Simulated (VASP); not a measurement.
The system is K.

```xyz
3
Lattice="7.3867 0.0000 0.0000 -3.6934 6.3971 0.0000 0.0000 0.0000 4.5281" Properties=species:S:1:pos:R:3 pbc="T T T"
K     0.0000    0.0000    0.0000
K     0.0000    4.2647    2.2640
K     3.6934    2.1324    2.2640
```

This isn't the form of K at room conditions, which is bcc.

```yaml
Program: VASP 6.6.1
Task: relaxation of cell and atoms
Functional: RPBE
Potentials_or_basis: VASP PAW PBE potentials, release 64 (K_sv)
Cutoff: 600 eV
k_mesh: 5 × 5 × 7
Occupations: fermi-dirac, width 0.1 eV
Spin: no spin polarisation
```

At the start: pressure 0.5 GPa; volume 71.32 Å³/atom.

Q: How do energy, volume and symmetry change on relaxing?

A: Over 7 steps the energy falls by 14.8 meV/atom and the volume is 81.10 Å³/atom (+13.7 %); space group P6/mmm (No. 191, to 0.1 Å) before and after.

The path:
```tsv
step	energy change (eV)	largest force (eV/Å)	pressure (GPa)	volume (Å³)
1	0.0000	0.0000	0.50	213.97
2	-0.0196	0.0000	0.35	220.95
3	-0.0437	0.0000	0.03	240.59
4	-0.0441	0.0000	0.00	243.20
5	-0.0441	0.0000	-0.01	243.81
6	-0.0442	0.0000	-0.01	243.68
7	-0.0443	0.0000	0.00	243.31
```

Final structure:
```cif
data_structure
_symmetry_space_group_name_H-M 'P 1'
_symmetry_Int_Tables_number 1
_cell_length_a 7.7862
_cell_length_b 7.7862
_cell_length_c 4.6341
_cell_angle_alpha 90.000
_cell_angle_beta 90.000
_cell_angle_gamma 120.000
_cell_volume 243.31
loop_
_atom_site_label
_atom_site_type_symbol
_atom_site_fract_x
_atom_site_fract_y
_atom_site_fract_z
_atom_site_occupancy
K1 K 0.00000 0.00000 0.00000 1
K2 K 0.33333 0.66667 0.50000 1
K3 K 0.66667 0.33333 0.50000 1
```

Caveat: the PAW data sets were made with another functional, which shifts forces and pressure a little.
